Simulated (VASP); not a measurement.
# MgBe2SeO2 (Cmmm) in VASP: a series of runs

The runs below take MgBe2SeO2 through single point, relaxation of cell and atoms, with PBE.

Everything below comes from runs of VASP 6.6.1. Logs are shortened: lines on timing, memory, paths and dates and some standing lists are left out, and cuts for length are marked.

## 1. The cell of the first run

It takes space group Cmmm (No. 65, orthorhombic). Conventional cell: a = 5.302 Å, b = 9.180 Å, c = 3.008 Å, α = 90.00°, β = 90.00°, γ = 90.00°. Mg (site symmetry mmm) has 2 Mg at 3.01 Å and 8 O at 3.05 Å and 4 Se at 3.05 Å and 6 Be at 3.06 Å within 4.0 Å. Be (site symmetry m2m) has 4 O at 2.14 Å and 2 Se at 2.15 Å within 2.8 Å. Within 2.8 Å of Se (site symmetry mmm) lie 4 Be at 2.15 Å and 4 O at 2.65 Å. O (site symmetry 2/m) has 4 Be at 2.14 Å and 2 Se at 2.65 Å and 2 O at 2.65 Å within 2.8 Å.

## 2. Single point, PBE

File INCAR:

```
SYSTEM = MgBe2SeO2
  PREC = Accurate
  ENCUT = 520
  EDIFF = 1E-7
  ISMEAR = 0
  SIGMA = 0.1
  LREAL = .False.
  LASPH = .True.
  NELM = 60
  ALGO = Normal
  ISIF = 2
  LWAVE = .False.
  LCHARG = .True.
  GGA = PE
  LELF = .True.
  LVHAR = .True.
  NBANDS = 21
```

File KPOINTS:

```
Automatic mesh
0
Gamma
  4 4 6
  0 0 0
```

File POSCAR:

```
MgBe2SeO2
1.0
    2.6509164900     -4.5897855200      0.0000000000
    2.6509164900      4.5897855200      0.0000000000
    0.0000000000      0.0000000000      3.0075841500
Mg Be Se O
1 2 1 2
Direct
    0.5000000000      0.5000000000      0.0000000000
    0.1669560000      0.8330440000      0.0000000000
    0.8330440000      0.1669560000      0.0000000000
    0.0000000000      0.0000000000      0.5000000000
    0.0000000000      0.5000000000      0.5000000000
    0.5000000000      0.0000000000      0.5000000000
```

Potentials or basis: VASP PAW PBE potentials, release 64 (Mg, Be, Se, O).

Run with:

```sh
$ cat potpaw_PBE.64/Mg/POTCAR potpaw_PBE.64/Be/POTCAR potpaw_PBE.64/Se/POTCAR potpaw_PBE.64/O/POTCAR > POTCAR
$ mpirun -np 1 vasp_std > vasp.out
```

OUTCAR:

```text
SYSTEM = MgBe2SeO2
   PREC = Accurate
   ENCUT = 520
   EDIFF = 1E-7
   ISMEAR = 0
   LREAL = .False.
   LASPH = .True.
   NELM = 60
   ISIF = 2
   GGA = PE

 ion  position               nearest neighbor table
   1  0.500  0.500  0.000-   4 3.05   4 3.05   4 3.05   4 3.05
   2  0.167  0.833  0.000-   5 2.14   6 2.14   5 2.14   6 2.14   4 2.15   4 2.15
   3  0.833  0.167  0.000-   5 2.14   6 2.14   5 2.14   6 2.14   4 2.15   4 2.15
   4  0.000  0.000  0.500-   2 2.15   3 2.15   2 2.15   3 2.15   1 3.05   1 3.05   1 3.05   1 3.05

   5  0.000  0.500  0.500-   2 2.14   3 2.14   2 2.14   3 2.14
   6  0.500  0.000  0.500-   2 2.14   3 2.14   2 2.14   3 2.14

  LATTYP: Found a base centered orthorhombic cell.
 ALAT       =     5.3018329800
 B/A-ratio  =     1.7313957408
 C/A-ratio  =     0.5672725190

  Lattice vectors:

 A1 = (   2.6509164900,  -4.5897855200,   0.0000000000)
 A2 = (   2.6509164900,   4.5897855200,   0.0000000000)
 A3 = (   0.0000000000,   0.0000000000,   3.0075841500)

Analysis of symmetry for initial positions (statically):
=====================================================================
 Subroutine PRICEL returns:
 Original cell was already a primitive cell.

 Routine SETGRP: Setting up the symmetry group for a
 base centered orthorhombic supercell.

 Subroutine GETGRP returns: Found  8 space group operations
 (whereof  8 operations were pure point group operations)
 out of a pool of  8 trial point group operations.

The static configuration has the point symmetry D_2h.

Analysis of symmetry for dynamics (positions and initial velocities):
=====================================================================
 Subroutine PRICEL returns:
 Original cell was already a primitive cell.

 Routine SETGRP: Setting up the symmetry group for a
 base centered orthorhombic supercell.

 Subroutine GETGRP returns: Found  8 space group operations
 (whereof  8 operations were pure point group operations)
 out of a pool of  8 trial point group operations.

The dynamic configuration has the point symmetry D_2h.

 Subroutine INISYM returns: Found  8 space group operations
 (whereof  8 operations are pure point group operations),
 and found     1 'primitive' translations

----------------------------------------------------------------------------------------

                                     Primitive cell

  volume of cell :      73.1874

  direct lattice vectors                    reciprocal lattice vectors
     2.650916490 -4.589785520  0.000000000     0.188614014 -0.108937552  0.000000000
     2.650916490  4.589785520  0.000000000     0.188614014  0.108937552  0.000000000
     0.000000000  0.000000000  3.007584150     0.000000000  0.000000000  0.332492775

  length of vectors
     5.300329174  5.300329174  3.007584150     0.217813307  0.217813307  0.332492775

  position of ions in fractional coordinates (direct lattice)
     0.500000000  0.500000000  0.000000000
     0.166956000  0.833044000  0.000000000
     0.833044000  0.166956000  0.000000000
     0.000000000  0.000000000  0.500000000
     0.000000000  0.500000000  0.500000000
     0.500000000  0.000000000  0.500000000

  ion indices of the primitive-cell ions
   primitive index   ion index
                 1           1
                 2           2
                 3           3
                 4           4
                 5           5
                 6           6

----------------------------------------------------------------------------------------

 KPOINTS: Automatic mesh

Automatic generation of k-mesh.
 Grid dimensions read from file:
 generate k-points for:    4    4    6

 Generating k-lattice:

  Cartesian coordinates                     Fractional coordinates (reciprocal lattice)
     0.047153504 -0.027234388  0.000000000     0.250000000  0.000000000  0.000000000
     0.047153504  0.027234388  0.000000000     0.000000000  0.250000000  0.000000000
     0.000000000  0.000000000  0.055415462     0.000000000  0.000000000  0.166666667

  Length of vectors
     0.054453327  0.054453327  0.055415462

  Shift w.r.t. Gamma in fractional coordinates (k-lattice)
     0.000000000  0.000000000  0.000000000

 Subroutine IBZKPT returns following result:
 ===========================================

 Found     28 irreducible k-points:

 Following reciprocal coordinates:
            Coordinates               Weight
  0.000000  0.000000  0.000000      1.000000
  0.250000  0.000000  0.000000      4.000000
  0.500000  0.000000  0.000000      2.000000
  0.250000  0.250000  0.000000      2.000000
  0.500000  0.250000  0.000000      4.000000
 -0.250000  0.250000  0.000000      2.000000
[... 16 lines left out ...]
  0.250000  0.000000  0.500000      4.000000
  0.500000  0.000000  0.500000      2.000000
 [... further k-points ...]
   k-points           NKPTS =     28   k-points in BZ     NKDIM =     28   number of bands    NBANDS=     21
   number of dos      NEDOS =    301   number of ions     NIONS =      6
   total plane-waves  NPLWV =  38400
   dimension x,y,z NGX =    40 NGY =   40 NGZ =   24
   dimension x,y,z NGXF=    80 NGYF=   80 NGZF=   48
   ions per type =               1   2   1   2
   NGX,Y,Z   is equivalent  to a cutoff of  12.55, 12.55, 13.27 a.u.
   NGXF,Y,Z  is equivalent  to a cutoff of  25.09, 25.09, 26.53 a.u.
 SYSTEM =  MgBe2SeO2
   PREC   = accura    normal or accurate (medium, high low for compatibility)
   ISTART =      0    job   : 0-new  1-cont  2-samecut
   ICHARG =      2    charge: 1-file 2-atom 10-const
   ISPIN  =      1    spin polarized calculation?
   LNONCOLLINEAR =      F non collinear calculations
   LSORBIT =      F    spin-orbit coupling
   LASPH  =      T    aspherical Exc in radial PAW
   ENCUT  =  520.0 eV  38.22 Ry    6.18 a.u.   9.86  9.86  5.59*2*pi/ulx,y,z
   NELM   =     60;   NELMIN=  2; NELMDL= -5     # of ELM steps
   EDIFF  = 0.1E-06   stopping-criterion for ELM
   LREAL  =      F    real-space projection
   EDIFFG = 0.1E-05   stopping-criterion for IOM
   NSW    =      0    number of steps for IOM
   IBRION =     -1    ionic relax: 0-MD 1-quasi-New 2-CG
   NFREE  =      0    steps in history (QN), initial steepest desc. (CG)
   ISIF   =      2    stress and relaxation
   ISYM   =      2    0-nonsym 1-usesym 2-fastsym
   POTIM  = 0.5000    time-step for ionic-motion
   TEBEG  =    0.0;   TEEND  =   0.0 temperature during run
   PSTRESS=    0.0 pullay stress
   NELECT =      24.0000    total number of electrons
   NUPDOWN=      -1.0000    fix difference up-down
   EMIN   =  10.00;   EMAX   =-10.00  energy-range for DOS
   EFERMI =   0.00;   METHOD = LEGACY
   ISMEAR =     0;   SIGMA  =   0.10  broadening in eV -4-tet -1-fermi 0-gaus
   EFERMI_NEDOS =   21; number of points for ismear=-14 and -15
   IALGO  =     38    algorithm
   IMIX   =      4    mixing-type and parameters
     AMIX     =   0.40;   BMIX     =  1.00
     AMIX_MAG =   1.60;   BMIX_MAG =  1.00
  volume/ion in A,a.u.               =      12.20        82.32
  Fermi-wavevector in a.u.,A,eV,Ry     =   1.128929  2.133366 17.340352  1.274480
  Thomas-Fermi vector in A             =   2.265620
   LORBIT       =      0    0 simple, 1 ext, 2 COOP (PROOUT), +10 PAW based schemes
   GGA     = PE    functional components
   LHFCALC =     F    Hartree Fock is set to
   AEXX    =    0.0000 exact exchange contribution
   IVDW    =     0    specifies the selected vdW correction
   LEPSILON=     F    determine dielectric tensor
   LRPA    =     F    only Hartree local field effects (RPA)
 non-spin polarized calculation
 Gauss-broadening in eV      SIGMA  =   0.10
  energy-cutoff  :      520.00
  volume of cell :       73.19
 maximum number of plane-waves:      1984
   NGX = 19   NGY = 19   NGZ = 11

 number of electron      23.9999996 magnetization

 Free energy of the ion-electron system (eV)
  ---------------------------------------------------
  ext. energy  EPLUGINS =         0.00000000
  ---------------------------------------------------
  free energy    TOTEN  =       -24.40000519 eV

  energy without entropy =      -24.39085434  energy(sigma->0) =      -24.39542977

 E-fermi :   4.9633     XC(G=0): -10.1185

 val. band max:        4.9377759140   @ k =   0.0000   0.0000   0.1667
 cond. band min:       5.0119534895   @ k =   0.2500   0.0000   0.3333
 fundamental gap:      0.0741775755
 Fermi energy:         4.9633296195

 k-point     1 :       0.0000    0.0000    0.0000
  band No.  band energies     occupation
      1     -13.3004      2.00000
      2     -12.0215      2.00000
      3      -9.8510      2.00000
      4      -2.8645      2.00000
      5      -1.3129      2.00000
      6       0.2305      2.00000
[... 13 lines left out ...]
     20      14.3135      0.00000
     21      14.6290      0.00000

 k-point     2 :       0.2500    0.0000    0.0000
  band No.  band energies     occupation
      1     -13.1238      2.00000
      2     -12.2007      2.00000
      3      -9.9938      2.00000
      4      -2.4321      2.00000
      5      -1.4046      2.00000
      6       0.5855      2.00000
[... 13 lines left out ...]
     20      12.8514      0.00000
     21      13.7698      0.00000

 k-point     3 :       0.5000    0.0000    0.0000
  band No.  band energies     occupation
      1     -12.7578      2.00000
      2     -12.5735      2.00000
      3     -10.1229      2.00000
      4      -2.3020      2.00000
      5      -0.8197      2.00000
      6       1.3116      2.00000
[... 13 lines left out ...]
     20      12.4438      0.00000
     21      13.6369      0.00000

 k-point     4 :       0.2500    0.2500    0.0000
  band No.  band energies     occupation
      1     -12.7771      2.00000
      2     -12.5497      2.00000
      3     -10.1318      2.00000
      4      -1.7532      2.00000
      5      -1.6285      2.00000
      6       1.2336      2.00000
[... 13 lines left out ...]
     20      12.6276      0.00000
     21      13.4171      0.00000

 k-point     5 :       0.5000    0.2500    0.0000
  band No.  band energies     occupation
      1     -12.9242      2.00000
      2     -12.2833      2.00000
      3     -10.3562      2.00000
      4      -1.5004      2.00000
      5      -0.7705      2.00000
      6       0.4389      2.00000
[... 13 lines left out ...]
     20      12.1549      0.00000
     21      13.4177      0.00000

 k-point     6 :      -0.2500    0.2500    0.0000
  band No.  band energies     occupation
      1     -13.1632      2.00000
      2     -12.0401      2.00000
      3     -10.2287      2.00000
      4      -1.9600      2.00000
      5      -0.8065      2.00000
      6      -0.1712      2.00000
[... 13 lines left out ...]
     20      13.3267      0.00000
     21      14.3995      0.00000

 k-point     7 :       0.5000    0.5000    0.0000
  band No.  band energies     occupation
      1     -12.9969      2.00000
      2     -12.0586      2.00000
      3     -10.6064      2.00000
      4      -0.7172      2.00000
      5      -0.1565      2.00000
      6       0.1196      2.00000
[... 13 lines left out ...]
     20      12.6679      0.00000
     21      14.0638      0.00000
[... 291 lines left out ...]
      1     -12.7635      2.00000
      2     -11.7184      2.00000
      3      -9.0285      2.00000
      4      -2.2855      2.00000
      5      -1.2518      2.00000
      6      -0.0286      2.00000
[... 13 lines left out ...]
     20      13.0940      0.00000
     21      14.1105      0.00000

 k-point    21 :       0.5000    0.5000    0.3333
  band No.  band energies     occupation
      1     -12.6515      2.00000
      2     -11.7324      2.00000
      3      -9.3663      2.00000
      4      -1.9930      2.00000
      5      -0.5857      2.00000
      6       0.2088      2.00000
[... 13 lines left out ...]
     20      13.3967      0.00000
     21      14.5587      0.00000

 k-point    22 :       0.0000    0.0000    0.5000
  band No.  band energies     occupation
      1     -12.7027      2.00000
      2     -11.5895      2.00000
      3      -7.9865      2.00000
      4      -3.7628      2.00000
      5      -2.0678      2.00000
      6      -0.3201      2.00000
[... 13 lines left out ...]
     20      13.1183      0.00000
     21      14.5771      0.00000

 k-point    23 :       0.2500    0.0000    0.5000
  band No.  band energies     occupation
      1     -12.5490      2.00000
      2     -11.7555      2.00000
      3      -8.1421      2.00000
      4      -3.6333      2.00000
      5      -1.5043      2.00000
      6      -0.4722      2.00000
[... 13 lines left out ...]
     20      12.6016      0.00000
     21      14.0924      0.00000

 k-point    24 :       0.5000    0.0000    0.5000
  band No.  band energies     occupation
      1     -12.2106      2.00000
      2     -12.1075      2.00000
      3      -8.2822      2.00000
      4      -3.4832      2.00000
      5      -0.9374      2.00000
      6      -0.6856      2.00000
[... 13 lines left out ...]
     20      12.0862      0.00000
     21      13.2192      0.00000

 [... further k-points ...]

------------------------ aborting loop because EDIFF is reached ----------------------------------------

  FORCE on cell =-STRESS in cart. coord.  units (eV):
  Direction    XX          YY          ZZ          XY          YZ          ZX
  --------------------------------------------------------------------------------------
  -------------------------------------------------------------------------------------
  Total       -1.6671699      7.6294270     -6.1073521     -0.0000000      0.0000000      0.0000000
  in kB      -36.4967533    167.0191551   -133.6987409     -0.0000000      0.0000000      0.0000000
  external PRESSURE =      -1.0587797 kB  Pullay stress =       0.0000000 kB

 VOLUME and BASIS-vectors are now :
 -----------------------------------------------------------------------------
  energy-cutoff  :      520.00
  volume of cell :       73.19
      direct lattice vectors                 reciprocal lattice vectors
     2.650916490 -4.589785520  0.000000000     0.188614014 -0.108937552  0.000000000
     2.650916490  4.589785520  0.000000000     0.188614014  0.108937552  0.000000000
     0.000000000  0.000000000  3.007584150     0.000000000  0.000000000  0.332492775

 POSITION                                       TOTAL-FORCE (eV/Angst)
 -----------------------------------------------------------------------------------
      2.65092      0.00000      0.00000         0.000000      0.000000     -0.000000
      2.65092      3.05720      0.00000        -0.000000     -3.244884     -0.000000
      2.65092     -3.05720      0.00000        -0.000000      3.244884      0.000000
      0.00000      0.00000      1.50379        -0.000000      0.000000     -0.000000
      1.32546      2.29489      1.50379        -0.000000      0.000000     -0.000000
      1.32546     -2.29489      1.50379        -0.000000     -0.000000     -0.000000
 -----------------------------------------------------------------------------------
    total drift:                                0.000000      0.000000     -0.000000

  FREE ENERGIE OF THE ION-ELECTRON SYSTEM (eV)
  ---------------------------------------------------
  free  energy   TOTEN  =       -24.4000051925 eV

  energy  without entropy=      -24.3908543400  energy(sigma->0) =      -24.39542977
```

Run time: 50 s. Hardware: 1 thread of Intel Xeon Platinum 8375C at 2.90GHz (Ice Lake), shared host; peak memory 0.21 GiB.

What came out:

```yaml
Free_energy: -24.4000 eV
Pressure: -0.1 GPa
Largest_force: 3.245 eV/Å
Band_gap_on_the_k_mesh: zero (band 12 reaches 5.46 eV, above the bottom of band 13 at 4.29 eV)
```

Forces on the atoms (eV/Å):
```
Mg   0.000  0.000  0.000
Be   0.000 -3.245  0.000
Be   0.000  3.245  0.000
Se   0.000  0.000  0.000
O    0.000  0.000  0.000
O    0.000  0.000  0.000
```

Stress tensor (GPa, compression positive):
```
 -3.65   0.00   0.00
  0.00  16.70   0.00
  0.00   0.00 -13.37
```

Caveat: forces of over 1 eV/Å act on the atoms, so gaps and moduli don't describe the material at rest.

## 3. Single point, PBE

This run uses another cell than the first one, of 15.92 Å³/atom, 1.305 times its volume.

File INCAR:

```
PREC = Accurate
ENCUT = 520
EDIFF = 1E-6
ISMEAR = 0
SIGMA = 0.1
LREAL = False
LASPH = True
NELM = 100
ALGO = Normal
ISIF = 2
LWAVE = False
LCHARG = True
GGA = PE
LELF = True
LVHAR = True
NBANDS = 21
```

File KPOINTS:

```
regular mesh
0
Gamma
  4 4 6
```

File POSCAR:

```
MgBe2SeO2
1.0
    2.4320234622     -7.8924127415      0.0000000000
    2.4320234622      7.8924127415      0.0000000000
    0.0000000000      0.0000000000      2.4878918261
Mg Be Se O
1 2 1 2
Direct
    0.5000000000      0.5000000000      0.0000000000
    0.2491262466      0.7508737534      0.0000000000
    0.7508737534      0.2491262466      0.0000000000
    0.0000000000      0.0000000000      0.5000000000
    0.0000000000      0.5000000000      0.5000000000
    0.5000000000      0.0000000000      0.5000000000
```

Potentials or basis: VASP PAW PBE potentials, release 64 (Mg, Be, Se, O).

Run with:

```sh
$ cat potpaw_PBE.64/Mg/POTCAR potpaw_PBE.64/Be/POTCAR potpaw_PBE.64/Se/POTCAR potpaw_PBE.64/O/POTCAR > POTCAR
$ mpirun -np 1 vasp_std > vasp.out
```

Wall time 85 s (1 thread of Intel Xeon Platinum 8375C at 2.90GHz (Ice Lake), shared host); peak memory 0.3 GiB.

The run converged. Its results:

```
Free energy            : -30.3975 eV
Pressure               : 0.2 GPa
Largest force          : 0.006 eV/Å
Band gap on the k mesh : zero (band 12 reaches 3.73 eV, above the bottom of band 13 at 2.57 eV)
```

Forces in eV/Å, atoms in the order of the input:
```
Mg   0.000  0.000  0.000
Be   0.000 -0.006  0.000
Be   0.000  0.006  0.000
Se   0.000  0.000  0.000
O    0.000  0.000  0.000
O    0.000  0.000  0.000
```

Levels at points of the mesh, in eV from the Fermi level:
```
           k point  band 10  band 11  band 12  band 13  band 14  band 15
(0.00, 0.00, 0.00)    -3.38    -3.21    -2.29     1.55     1.77     3.45
(0.50, 0.00, 0.00)    -3.05    -3.05    -0.26     0.75     2.91     3.97
(0.50, 0.50, 0.00)    -3.21    -3.21    -2.29     0.91     3.36     3.46
(0.00, 0.00, 0.50)    -2.49    -1.98    -1.37     1.08     2.31     2.86
(0.50, 0.00, 0.50)    -3.17    -3.17    -1.24     0.83     3.90     4.13
(0.50, 0.50, 0.50)    -2.51    -1.98    -1.45     1.11     2.65     2.87
```

Caveat: the k points lie up to 0.42 Å⁻¹ apart.

(Part 1 of 2 ends here.)
